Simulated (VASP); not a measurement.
# WSe (F-43m) in VASP: a series of runs

Runs on WSe. Level: PBE. Tasks: single point.

All numbers are computed with VASP 6.6.1; they aren't measurements. Logs are shortened: lines on timing, memory, paths and dates and some standing lists are left out, and cuts for length are marked.

### 1 The cell of the first run

The structure is cubic, space group F-43m (No. 216). The conventional cell has a = 5.678 Å, b = 5.678 Å, c = 5.678 Å, α = 90.00°, β = 90.00°, γ = 90.00°. W (site symmetry -43m) has 4 Se at 2.46 Å within 3.2 Å. Se (site symmetry -43m) has 4 W at 2.46 Å within 3.2 Å.

### 2 Single point, PBE

File INCAR:

```
PREC = Accurate ; ENCUT = 520
EDIFF = 1E-6 ; ISMEAR = 0
SIGMA = 0.1 ; LREAL = False
LASPH = True ; NELM = 60
ALGO = Normal ; ISIF = 2
LWAVE = False ; LCHARG = False
GGA = PE ; NBANDS = 17
```

File KPOINTS:

```
Automatic mesh
0
Gamma
  12 12 12
```

File POSCAR:

```
WSe
1.0
    0.0000000000      2.8388663756      2.8388663756
    2.8388663756      0.0000000000      2.8388663756
    2.8388663756      2.8388663756      0.0000000000
W Se
1 1
Direct
    0.0000000000      0.0000000000      0.0000000000
    0.2500000000      0.2500000000      0.2500000000
```

Potentials or basis: VASP PAW PBE potentials, release 64 (W_sv, Se).

Run with:

```sh
cat potpaw_PBE.64/W_sv/POTCAR potpaw_PBE.64/Se/POTCAR > POTCAR
mpirun -np 1 vasp_std > vasp.out
```

OUTCAR:

```text
PREC = Accurate
   ENCUT = 520
   EDIFF = 1E-6
   ISMEAR = 0
   LREAL = False
   LASPH = True
   NELM = 60
   ISIF = 2
   GGA = PE

 ion  position               nearest neighbor table
   1  0.000  0.000  0.000-   2 2.46   2 2.46   2 2.46   2 2.46
   2  0.250  0.250  0.250-   1 2.46   1 2.46   1 2.46   1 2.46

  LATTYP: Found a face centered cubic cell.
 ALAT       =     5.6777327512

  Lattice vectors:

 A1 = (   0.0000000000,   2.8388663756,   2.8388663756)
 A2 = (   2.8388663756,   0.0000000000,   2.8388663756)
 A3 = (   2.8388663756,   2.8388663756,   0.0000000000)

Analysis of symmetry for initial positions (statically):
=====================================================================
 Subroutine PRICEL returns:
 Original cell was already a primitive cell.

 Routine SETGRP: Setting up the symmetry group for a
 face centered cubic supercell.

 Subroutine GETGRP returns: Found 24 space group operations
 (whereof 24 operations were pure point group operations)
 out of a pool of 48 trial point group operations.

The static configuration has the point symmetry T_d .

Analysis of symmetry for dynamics (positions and initial velocities):
=====================================================================
 Subroutine PRICEL returns:
 Original cell was already a primitive cell.

 Routine SETGRP: Setting up the symmetry group for a
 face centered cubic supercell.

 Subroutine GETGRP returns: Found 24 space group operations
 (whereof 24 operations were pure point group operations)
 out of a pool of 48 trial point group operations.

The dynamic configuration has the point symmetry T_d .

 Subroutine INISYM returns: Found 24 space group operations
 (whereof 24 operations are pure point group operations),
 and found     1 'primitive' translations

----------------------------------------------------------------------------------------

                                     Primitive cell

  volume of cell :      45.7578

  direct lattice vectors                    reciprocal lattice vectors
     0.000000000  2.838866376  2.838866376    -0.176126641  0.176126641  0.176126641
     2.838866376  0.000000000  2.838866376     0.176126641 -0.176126641  0.176126641
     2.838866376  2.838866376  0.000000000     0.176126641  0.176126641 -0.176126641

  length of vectors
     4.014763330  4.014763330  4.014763330     0.305060291  0.305060291  0.305060291

  position of ions in fractional coordinates (direct lattice)
     0.000000000  0.000000000  0.000000000
     0.250000000  0.250000000  0.250000000

  ion indices of the primitive-cell ions
   primitive index   ion index
                 1           1
                 2           2

----------------------------------------------------------------------------------------

 KPOINTS: Automatic mesh

Automatic generation of k-mesh.
 Grid dimensions read from file:
 generate k-points for:   12   12   12

 Generating k-lattice:

  Cartesian coordinates                     Fractional coordinates (reciprocal lattice)
    -0.014677220  0.014677220  0.014677220     0.083333333  0.000000000  0.000000000
     0.014677220 -0.014677220  0.014677220     0.000000000  0.083333333  0.000000000
     0.014677220  0.014677220 -0.014677220     0.000000000  0.000000000  0.083333333

  Length of vectors
     0.025421691  0.025421691  0.025421691

  Shift w.r.t. Gamma in fractional coordinates (k-lattice)
     0.000000000  0.000000000  0.000000000

 Subroutine IBZKPT returns following result:
 ===========================================

 Found     72 irreducible k-points:

 Following reciprocal coordinates:
            Coordinates               Weight
  0.000000  0.000000  0.000000      1.000000
  0.083333  0.000000  0.000000      8.000000
  0.166667  0.000000  0.000000      8.000000
  0.250000  0.000000  0.000000      8.000000
  0.333333  0.000000  0.000000      8.000000
  0.416667  0.000000  0.000000      8.000000
[... 16 lines left out ...]
  0.500000  0.166667  0.000000     24.000000
 -0.416667  0.166667  0.000000     24.000000
 [... further k-points ...]
   k-points           NKPTS =     72   k-points in BZ     NKDIM =     72   number of bands    NBANDS=     17
   number of dos      NEDOS =    301   number of ions     NIONS =      2
   total plane-waves  NPLWV =  27000
   dimension x,y,z NGX =    30 NGY =   30 NGZ =   30
   dimension x,y,z NGXF=    60 NGYF=   60 NGZF=   60
   ions per type =               1   1
   NGX,Y,Z   is equivalent  to a cutoff of  12.42, 12.42, 12.42 a.u.
   NGXF,Y,Z  is equivalent  to a cutoff of  24.85, 24.85, 24.85 a.u.
 SYSTEM =  unknown system
   PREC   = accura    normal or accurate (medium, high low for compatibility)
   ISTART =      0    job   : 0-new  1-cont  2-samecut
   ICHARG =      2    charge: 1-file 2-atom 10-const
   ISPIN  =      1    spin polarized calculation?
   LNONCOLLINEAR =      F non collinear calculations
   LSORBIT =      F    spin-orbit coupling
   LASPH  =      T    aspherical Exc in radial PAW
   ENCUT  =  520.0 eV  38.22 Ry    6.18 a.u.   7.46  7.46  7.46*2*pi/ulx,y,z
   NELM   =     60;   NELMIN=  2; NELMDL= -5     # of ELM steps
   EDIFF  = 0.1E-05   stopping-criterion for ELM
   LREAL  =      F    real-space projection
   EDIFFG = 0.1E-04   stopping-criterion for IOM
   NSW    =      0    number of steps for IOM
   IBRION =     -1    ionic relax: 0-MD 1-quasi-New 2-CG
   NFREE  =      0    steps in history (QN), initial steepest desc. (CG)
   ISIF   =      2    stress and relaxation
   ISYM   =      2    0-nonsym 1-usesym 2-fastsym
   POTIM  = 0.5000    time-step for ionic-motion
   TEBEG  =    0.0;   TEEND  =   0.0 temperature during run
   PSTRESS=    0.0 pullay stress
   NELECT =      20.0000    total number of electrons
   NUPDOWN=      -1.0000    fix difference up-down
   EMIN   =  10.00;   EMAX   =-10.00  energy-range for DOS
   EFERMI =   0.00;   METHOD = LEGACY
   ISMEAR =     0;   SIGMA  =   0.10  broadening in eV -4-tet -1-fermi 0-gaus
   EFERMI_NEDOS =   21; number of points for ismear=-14 and -15
   IALGO  =     38    algorithm
   IMIX   =      4    mixing-type and parameters
     AMIX     =   0.40;   BMIX     =  1.00
     AMIX_MAG =   1.60;   BMIX_MAG =  1.00
  volume/ion in A,a.u.               =      22.88       154.39
  Fermi-wavevector in a.u.,A,eV,Ry     =   1.242405  2.347805 21.001550  1.543570
  Thomas-Fermi vector in A             =   2.376761
   LORBIT       =      0    0 simple, 1 ext, 2 COOP (PROOUT), +10 PAW based schemes
   GGA     = PE    functional components
   LHFCALC =     F    Hartree Fock is set to
   AEXX    =    0.0000 exact exchange contribution
   IVDW    =     0    specifies the selected vdW correction
   LEPSILON=     F    determine dielectric tensor
   LRPA    =     F    only Hartree local field effects (RPA)
 non-spin polarized calculation
 Gauss-broadening in eV      SIGMA  =   0.10
  energy-cutoff  :      520.00
  volume of cell :       45.76
 maximum number of plane-waves:      1258
 NGX is ok and might be reduce to    30
   NGX = 15   NGY = 15   NGZ = 15

 number of electron      20.0000000 magnetization

 Free energy of the ion-electron system (eV)
  ---------------------------------------------------
  ext. energy  EPLUGINS =         0.00000000
  ---------------------------------------------------
  free energy    TOTEN  =       -14.40826955 eV

  energy without entropy =      -14.39424741  energy(sigma->0) =      -14.40125848

 E-fermi :   6.0154     XC(G=0): -10.4306

 val. band max:        6.0141049346   @ k =   0.4167   0.1667   0.0000
 cond. band min:       6.0168817748   @ k =  -0.4167   0.1667   0.0833
 fundamental gap:      0.0027768401
 Fermi energy:         6.0153589466

 k-point     1 :       0.0000    0.0000    0.0000
  band No.  band energies     occupation
      1     -67.9972      2.00000
      2     -32.2675      2.00000
      3     -32.2675      2.00000
      4     -32.2675      2.00000
      5      -9.2611      2.00000
      6       0.8062      2.00000
[... 9 lines left out ...]
     16      13.1727      0.00000
     17      13.1727      0.00000

 k-point     2 :       0.0833    0.0000    0.0000
  band No.  band energies     occupation
      1     -67.9972      2.00000
      2     -32.2705      2.00000
      3     -32.2680      2.00000
      4     -32.2680      2.00000
      5      -9.2130      2.00000
      6       0.6802      2.00000
[... 9 lines left out ...]
     16      13.2220      0.00000
     17      13.2220      0.00000

 k-point     3 :       0.1667    0.0000    0.0000
  band No.  band energies     occupation
      1     -67.9971      2.00000
      2     -32.2785      2.00000
      3     -32.2692      2.00000
      4     -32.2692      2.00000
      5      -9.0795      2.00000
      6       0.3914      2.00000
[... 9 lines left out ...]
     16      13.4570      0.00000
     17      13.4570      0.00000

 k-point     4 :       0.2500    0.0000    0.0000
  band No.  band energies     occupation
      1     -67.9968      2.00000
      2     -32.2894      2.00000
      3     -32.2708      2.00000
      4     -32.2708      2.00000
      5      -8.8920      2.00000
      6       0.0933      2.00000
[... 9 lines left out ...]
     16      13.9356      0.00000
     17      13.9356      0.00000
[... 343 lines left out ...]
      1     -67.9964      2.00000
      2     -32.3028      2.00000
      3     -32.2778      2.00000
      4     -32.2762      2.00000
      5      -8.5386      2.00000
      6      -0.1925      2.00000
[... 9 lines left out ...]
     16      13.9969      0.00000
     17      14.9401      0.00000

 k-point    23 :       0.5000    0.1667    0.0000
  band No.  band energies     occupation
      1     -67.9963      2.00000
      2     -32.3076      2.00000
      3     -32.2800      2.00000
      4     -32.2764      2.00000
      5      -8.4354      2.00000
      6      -0.1434      2.00000
[... 9 lines left out ...]
     16      14.5308      0.00000
     17      15.0436      0.00000

 k-point    24 :      -0.4167    0.1667    0.0000
  band No.  band energies     occupation
      1     -67.9963      2.00000
      2     -32.3081      2.00000
      3     -32.2812      2.00000
      4     -32.2756      2.00000
      5      -8.4220      2.00000
      6      -0.0790      2.00000
[... 9 lines left out ...]
     16      14.9272      0.00000
     17      14.9521      0.00000

 [... further k-points ...]

------------------------ aborting loop because EDIFF is reached ----------------------------------------

  FORCE on cell =-STRESS in cart. coord.  units (eV):
  Direction    XX          YY          ZZ          XY          YZ          ZX
  --------------------------------------------------------------------------------------
  -------------------------------------------------------------------------------------
  Total       -0.4521848     -0.4521848     -0.4521848      0.0000000      0.0000000      0.0000000
  in kB      -15.8329441    -15.8329441    -15.8329441      0.0000000      0.0000000      0.0000000
  external PRESSURE =     -15.8329441 kB  Pullay stress =       0.0000000 kB

 VOLUME and BASIS-vectors are now :
 -----------------------------------------------------------------------------
  energy-cutoff  :      520.00
  volume of cell :       45.76
      direct lattice vectors                 reciprocal lattice vectors
     0.000000000  2.838866376  2.838866376    -0.176126641  0.176126641  0.176126641
     2.838866376  0.000000000  2.838866376     0.176126641 -0.176126641  0.176126641
     2.838866376  2.838866376  0.000000000     0.176126641  0.176126641 -0.176126641

 POSITION                                       TOTAL-FORCE (eV/Angst)
 -----------------------------------------------------------------------------------
      0.00000      0.00000      0.00000        -0.000000     -0.000000     -0.000000
      1.41943      1.41943      1.41943         0.000000      0.000000      0.000000
 -----------------------------------------------------------------------------------
    total drift:                                0.000000      0.000000      0.000000

  FREE ENERGIE OF THE ION-ELECTRON SYSTEM (eV)
  ---------------------------------------------------
  free  energy   TOTEN  =       -14.4082695473 eV

  energy  without entropy=      -14.3942474113  energy(sigma->0) =      -14.40125848
```

Run time: 50 s. Hardware: 1 thread of Intel Xeon Platinum 8259CL at 2.50GHz (Skylake/Cascade Lake), shared host; peak memory 0.21 GiB.

Results:

- Free energy: -14.4083 eV
- Pressure: -1.6 GPa
- Band gap on the k mesh: zero (bands 10 and 11 overlap by 0.41 eV)

Caveat: spin-orbit coupling is left out, which moves the levels of the heavy elements.

### 3 Single point, PBE

This run uses another cell than the first one, of 25.17 Å³/atom.

File INCAR:

```
ALGO = Normal
EDIFF = 1E-6
ENCUT = 520
GGA = PE
ISIF = 2
ISMEAR = 0
LASPH = T
LCHARG = F
LREAL = F
LWAVE = F
NBANDS = 17
NELM = 100
PREC = Accurate
SIGMA = 0.1
```

File KPOINTS:

```
k-points
0
Gamma
  12 12 12
```

File POSCAR:

```
WSe
1.0
    0.0000000000      2.9305053100      2.9305053100
    2.9305053100      0.0000000000      2.9305053100
    2.9305053100      2.9305053100      0.0000000000
W Se
1 1
Direct
    0.0000000000      0.0000000000      0.0000000000
    0.2500000000      0.2500000000      0.2500000000
```

Potentials or basis: VASP PAW PBE potentials, release 64 (W_sv, Se).

Run with:

```sh
cat potpaw_PBE.64/W_sv/POTCAR potpaw_PBE.64/Se/POTCAR > POTCAR
mpirun -np 1 vasp_std > vasp.out
```

Wall time 40 s (1 thread of Intel Xeon Platinum 8259CL at 2.50GHz (Skylake/Cascade Lake), shared host); peak memory 0.22 GiB.

It converged, with:

```
Free energy            : -14.2249 eV
Pressure               : -10.5 GPa
Band gap on the k mesh : zero (bands 10 and 11 overlap by 0.33 eV)
```

Levels at points of the mesh, in eV from the Fermi level:
```tsv
k point	band 8	band 9	band 10	band 11	band 12	band 13
(0.00, 0.00, 0.00)	-4.84	-0.41	-0.41	0.10	4.05	4.05
(0.50, 0.00, 0.00)	-4.52	-0.17	-0.09	-0.09	2.04	2.04
(0.50, 0.50, 0.00)	-4.02	-1.40	-0.48	0.38	0.80	0.80
```

Caveat: the cell stands under tension; spin-orbit coupling is left out, which moves the levels of the heavy elements.

### 4 Single point, PBE, collinear spin, zero start

File INCAR:

```
SYSTEM = WSe
PREC = Accurate
ENCUT = 520
EDIFF = 1E-7
ISMEAR = 0
SIGMA = 0.1
LREAL = .False.
LASPH = .True.
NELM = 150
ALGO = Normal
ISIF = 2
LWAVE = .False.
LCHARG = .False.
ISPIN = 2
MAGMOM = 0 0
LORBIT = 11
NUPDOWN = 0.0
LMAXMIX = 4
GGA = PE
NBANDS = 21
```

File KPOINTS:

```
regular mesh
0
Gamma
  12 12 12
  0 0 0
```

File POSCAR:

```
WSe
1.0
    0.0000000000      2.8388663756      2.8388663756
    2.8388663756      0.0000000000      2.8388663756
    2.8388663756      2.8388663756      0.0000000000
W Se
1 1
Direct
    0.0000000000      0.0000000000      0.0000000000
    0.2500000000      0.2500000000      0.2500000000
```

Run with:

```sh
cat potpaw_PBE.64/W_sv/POTCAR potpaw_PBE.64/Se/POTCAR > POTCAR
mpirun -np 1 vasp_std > vasp.out
```

Wall time 2.2 min (1 thread of Intel Xeon Platinum 8259CL at 2.50GHz (Skylake/Cascade Lake), shared host); peak memory 0.26 GiB.

Results (log left out):

- Free energy: -14.4083 eV
- Pressure: -1.6 GPa
- Net moment: 0.00 μB per cell
- Valence electrons inside the program's atomic spheres: W 12.00; Se 3.99

Caveat: spin-orbit coupling is left out, which moves the levels of the heavy elements; the total moment is fixed, so each spin has its own Fermi level.

### 5 Overview

```tsv
spin	fixed moment (μB)	cell	gap on the mesh (eV)	pressure (GPa)
off	-	a = 4.015 Å, angles 60.0°, 2 atoms	none	-1.6
off	-	a = 4.144 Å, angles 60.0°, 2 atoms	none	-10.5
collinear, zero start	0.0	a = 4.015 Å, angles 60.0°, 2 atoms	-	-1.6
```

Alike in all rows: task single point; level PBE; potentials or basis VASP PAW PBE potentials, release 64 (W_sv, Se); k mesh 12 × 12 × 12; cutoff (eV) 520; smearing gaussian 0.1 eV.

Caveats: spin-orbit coupling is left out, which moves the levels of the heavy elements; the cell stands under tension (at least some runs); the total moment is fixed, so each spin has its own Fermi level (at least some runs).

Absolute energies hang on the potentials; compare differences alone.
